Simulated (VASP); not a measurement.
# Ga2O3 (C2/m) in VASP: single point with PBEsol

Aim: the single point of Ga2O3 with PBEsol.

All numbers are computed with VASP 6.6.1; they aren't measurements. Logs are shortened: lines on timing, memory, paths and dates and some standing lists are left out, and cuts for length are marked.

### 1 The cell of the first run

The structure is monoclinic, space group C2/m (No. 12). The conventional cell has a = 12.278 Å, b = 3.047 Å, c = 5.810 Å, α = 90.00°, β = 103.71°, γ = 90.00°. Ga (site symmetry m) has 4 O at 1.84 to 1.87 Å within 2.4 Å. Within 2.6 Å of Ga (site symmetry m) lie 6 O at 1.94 to 2.08 Å. Within 2.4 Å of O (site symmetry m) lie 3 Ga at 1.84 to 1.95 Å. Within 2.5 Å of O (site symmetry m) lie 4 Ga at 1.87 to 2.08 Å. Within 2.4 Å of O (site symmetry m) lie 3 Ga at 1.84 to 1.94 Å.

### 2 Single point, PBEsol

INCAR reads:

```
SYSTEM = Ga2O3
PREC     = Accurate       ! precision mode
ENCUT    = 520            ! plane-wave cutoff, eV
EDIFF    = 1E-6           ! SCF threshold, eV
ISMEAR   = 0              ! smearing method
SIGMA    = 0.01           ! smearing width, eV
LREAL    = .False.        ! projectors in reciprocal space
LASPH    = .True.         ! aspherical terms in the spheres
NELM     = 60             ! most SCF steps
ALGO     = Normal         ! electronic algorithm
ISIF     = 2              ! what is computed and relaxed
LWAVE    = .False.        ! write WAVECAR
LCHARG   = .False.        ! write CHGCAR
GGA      = PS             ! functional
NBANDS   = 55             ! bands
```

KPOINTS reads:

```
regular mesh
0
Gamma
  6 6 6
  0 0 0
```

POSCAR reads:

```
Ga2O3
1.0
    6.1390139804     -1.5237340743      0.0086355265
    6.1390139804      1.5237340743      0.0086355265
   -1.3852934533      0.0000000000      5.6423689484
Ga O
4 6
Direct
    0.0904463154      0.0904463154      0.7952649104
    0.9095536846      0.9095536846      0.2047350896
    0.6587669892      0.6587669892      0.3144129787
    0.3412330108      0.3412330108      0.6855870213
    0.1652408215      0.1652408215      0.1094519841
    0.8347591785      0.8347591785      0.8905480159
    0.1732350273      0.1732350273      0.5627947459
    0.8267649727      0.8267649727      0.4372052541
    0.4962657777      0.4962657777      0.2559619600
    0.5037342223      0.5037342223      0.7440380400
```

Potentials or basis: VASP PAW PBE potentials, release 64 (Ga_d, O).

Command:

```bash
> cat potpaw_PBE.64/Ga_d/POTCAR potpaw_PBE.64/O/POTCAR > POTCAR
> mpirun -np 1 vasp_std > vasp.out
```

OUTCAR:

```text
SYSTEM = Ga2O3
   PREC = Accurate
   ENCUT = 520
   EDIFF = 1E-6
   ISMEAR = 0
   LREAL = .False.
   LASPH = .True.
   NELM = 60
   ISIF = 2
   GGA = PS

 ion  position               nearest neighbor table
   1  0.090  0.090  0.795-   5 1.84  10 1.84  10 1.84   7 1.87
   2  0.910  0.910  0.205-   6 1.84   9 1.84   9 1.84   8 1.87
   3  0.659  0.659  0.314-   9 1.94   5 1.95   5 1.95   8 2.02   7 2.08   7 2.08
   4  0.341  0.341  0.686-  10 1.94   6 1.95   6 1.95   7 2.02   8 2.08   8 2.08
   5  0.165  0.165  0.109-   1 1.84   3 1.95   3 1.95
   6  0.835  0.835  0.891-   2 1.84   4 1.95   4 1.95
   7  0.173  0.173  0.563-   1 1.87   4 2.02   3 2.08   3 2.08
   8  0.827  0.827  0.437-   2 1.87   3 2.02   4 2.08   4 2.08
   9  0.496  0.496  0.256-   2 1.84   2 1.84   3 1.94
  10  0.504  0.504  0.744-   1 1.84   1 1.84   4 1.94

  LATTYP: Found a base centered monoclinic cell.
 ALAT       =    12.2780401081
 B/A-ratio  =     0.2482047722
 C/A-ratio  =     0.4731974095
 COS(beta)  =    -0.2370688753

  Lattice vectors:

 A1 = (   6.1390139804,  -1.5237340743,   0.0086355265)
 A2 = (   6.1390139804,   1.5237340743,   0.0086355265)
 A3 = (  -1.3852934533,   0.0000000000,   5.6423689484)

Analysis of symmetry for initial positions (statically):
=====================================================================
 Subroutine PRICEL returns:
 Original cell was already a primitive cell.

 Routine SETGRP: Setting up the symmetry group for a
 base centered monoclinic supercell.

 Subroutine GETGRP returns: Found  4 space group operations
 (whereof  4 operations were pure point group operations)
 out of a pool of  4 trial point group operations.

The static configuration has the point symmetry C_2h.

Analysis of symmetry for dynamics (positions and initial velocities):
=====================================================================
 Subroutine PRICEL returns:
 Original cell was already a primitive cell.

 Routine SETGRP: Setting up the symmetry group for a
 base centered monoclinic supercell.

 Subroutine GETGRP returns: Found  4 space group operations
 (whereof  4 operations were pure point group operations)
 out of a pool of  4 trial point group operations.

The dynamic configuration has the point symmetry C_2h.

 Subroutine INISYM returns: Found  4 space group operations
 (whereof  4 operations are pure point group operations),
 and found     1 'primitive' translations

[... 117 lines left out ...]
   ISYM   =      2    0-nonsym 1-usesym 2-fastsym
   POTIM  = 0.5000    time-step for ionic-motion
   TEBEG  =    0.0;   TEEND  =   0.0 temperature during run
   PSTRESS=    0.0 pullay stress
   NELECT =      88.0000    total number of electrons
   NUPDOWN=      -1.0000    fix difference up-down
   EMIN   =  10.00;   EMAX   =-10.00  energy-range for DOS
   EFERMI =   0.00;   METHOD = LEGACY
   ISMEAR =     0;   SIGMA  =   0.01  broadening in eV -4-tet -1-fermi 0-gaus
   EFERMI_NEDOS =   21; number of points for ismear=-14 and -15
   IALGO  =     38    algorithm
   IMIX   =      4    mixing-type and parameters
     AMIX     =   0.40;   BMIX     =  1.00
     AMIX_MAG =   1.60;   BMIX_MAG =  1.00
  volume/ion in A,a.u.               =      10.56        71.26
  Fermi-wavevector in a.u.,A,eV,Ry     =   1.540586  2.911286 32.292143  2.373406
  Thomas-Fermi vector in A             =   2.646652
   LORBIT       =      0    0 simple, 1 ext, 2 COOP (PROOUT), +10 PAW based schemes
   GGA     = PS    functional components
   LHFCALC =     F    Hartree Fock is set to
   AEXX    =    0.0000 exact exchange contribution
   IVDW    =     0    specifies the selected vdW correction
   LEPSILON=     F    determine dielectric tensor
   LRPA    =     F    only Hartree local field effects (RPA)
 non-spin polarized calculation
 Gauss-broadening in eV      SIGMA  =   0.01
  energy-cutoff  :      520.00
  volume of cell :      105.60
 maximum number of plane-waves:      2871
   NGX = 23   NGY = 23   NGZ = 21

 number of electron      88.0000012 magnetization

 Free energy of the ion-electron system (eV)
  ---------------------------------------------------
  ext. energy  EPLUGINS =         0.00000000
  ---------------------------------------------------
  free energy    TOTEN  =       -63.89470893 eV

  energy without entropy =      -63.89470893  energy(sigma->0) =      -63.89470893

 E-fermi :   3.7619     XC(G=0): -11.8585

 val. band max:        3.6549993184   @ k =   0.5000   0.5000   0.5000
 cond. band min:       5.8925699536   @ k =   0.0000   0.0000   0.0000
 fundamental gap:      2.2375706352
 Fermi energy:         3.7619023973

 k-point     1 :       0.0000    0.0000    0.0000
  band No.  band energies     occupation
      1     -15.1855      2.00000
      2     -13.9956      2.00000
      3     -13.9759      2.00000
      4     -13.8675      2.00000
      5     -13.3876      2.00000
      6     -13.3772      2.00000
[... 1381 lines left out ...]
     54      14.6573      0.00000
     55      15.1480      0.00000

 [... further k-points ...]

------------------------ aborting loop because EDIFF is reached ----------------------------------------

  FORCE on cell =-STRESS in cart. coord.  units (eV):
  Direction    XX          YY          ZZ          XY          YZ          ZX
  --------------------------------------------------------------------------------------
  -------------------------------------------------------------------------------------
  Total        0.1257273      0.2462496      0.1722056      0.0000000      0.0000000      0.0135387
  in kB        1.9076159      3.7362580      2.6128144      0.0000000      0.0000000      0.2054184
  external PRESSURE =       2.7522295 kB  Pullay stress =       0.0000000 kB

 VOLUME and BASIS-vectors are now :
 -----------------------------------------------------------------------------
  energy-cutoff  :      520.00
  volume of cell :      105.60
      direct lattice vectors                 reciprocal lattice vectors
     6.139013980 -1.523734074  0.008635527     0.081418186 -0.328141248  0.019989490
     6.139013980  1.523734074  0.008635527     0.081418186  0.328141248  0.019989490
    -1.385293453  0.000000000  5.642368948    -0.000249218  0.000000000  0.177169336

 POSITION                                       TOTAL-FORCE (eV/Angst)
 -----------------------------------------------------------------------------------
      0.00883      0.00000      4.48874         0.002263      0.000000      0.000170
     10.88391      0.00000      1.17090        -0.002263      0.000000     -0.000170
      7.65281      0.00000      1.78541        -0.010925      0.000000     -0.013651
      3.23993      0.00000      3.87423         0.010925      0.000000      0.013651
      1.87721      0.00000      0.62042         0.007027      0.000000     -0.012007
      9.01553      0.00000      5.03922        -0.007027      0.000000      0.012007
      1.34735      0.00000      3.17849        -0.013910      0.000000      0.010049
      9.54539      0.00000      2.48115         0.013910      0.000000     -0.010049
      5.73858      0.00000      1.45280         0.000233      0.000000      0.001617
      5.15415      0.00000      4.20684        -0.000233      0.000000     -0.001617
 -----------------------------------------------------------------------------------
    total drift:                               -0.000000     -0.000000      0.000000

  FREE ENERGIE OF THE ION-ELECTRON SYSTEM (eV)
  ---------------------------------------------------
  free  energy   TOTEN  =       -63.8947089294 eV

  energy  without entropy=      -63.8947089294  energy(sigma->0) =      -63.89470893
```

It took 7 min on 1 thread of Intel Xeon Platinum 8559C (Emerald Rapids), shared host; peak memory 0.5 GiB.

Results:

* Free energy: -63.8947 eV
* Pressure: 0.3 GPa
* Largest force: 0.017 eV/Å
* Band gap on the k mesh: 2.24 eV, indirect (least direct gap 2.25 eV)

Forces in eV/Å, atoms in the order of the input:
```
Ga   0.002  0.000  0.000
Ga  -0.002  0.000  0.000
Ga  -0.011  0.000 -0.014
Ga   0.011  0.000  0.014
O    0.007  0.000 -0.012
O   -0.007  0.000  0.012
O   -0.014  0.000  0.010
O    0.014  0.000 -0.010
O    0.000  0.000  0.002
O    0.000  0.000 -0.002
```

Levels at points of the mesh, in eV from the valence-band top:
| k point | band 42 | band 43 | band 44 | band 45 | band 46 | band 47 |
| --- | --- | --- | --- | --- | --- | --- |
| (0.00, 0.00, 0.00) | -0.48 | -0.28 | -0.01 | 2.24 | 5.54 | 6.55 |
| (0.50, 0.00, 0.00) | -0.71 | -0.47 | -0.10 | 5.48 | 6.36 | 7.07 |
| (0.50, 0.50, 0.00) | -0.67 | -0.41 | -0.14 | 4.43 | 4.67 | 5.64 |
| (0.00, 0.00, 0.50) | -0.64 | -0.50 | -0.29 | 4.62 | 4.76 | 6.58 |
| (0.50, 0.00, 0.50) | -1.05 | -0.73 | -0.65 | 6.74 | 6.78 | 7.67 |
| (0.50, 0.50, 0.50) | -0.61 | -0.59 | 0.00 | 5.03 | 5.16 | 6.08 |

Caveat: the PAW data sets were made with another functional, which shifts forces and pressure a little.
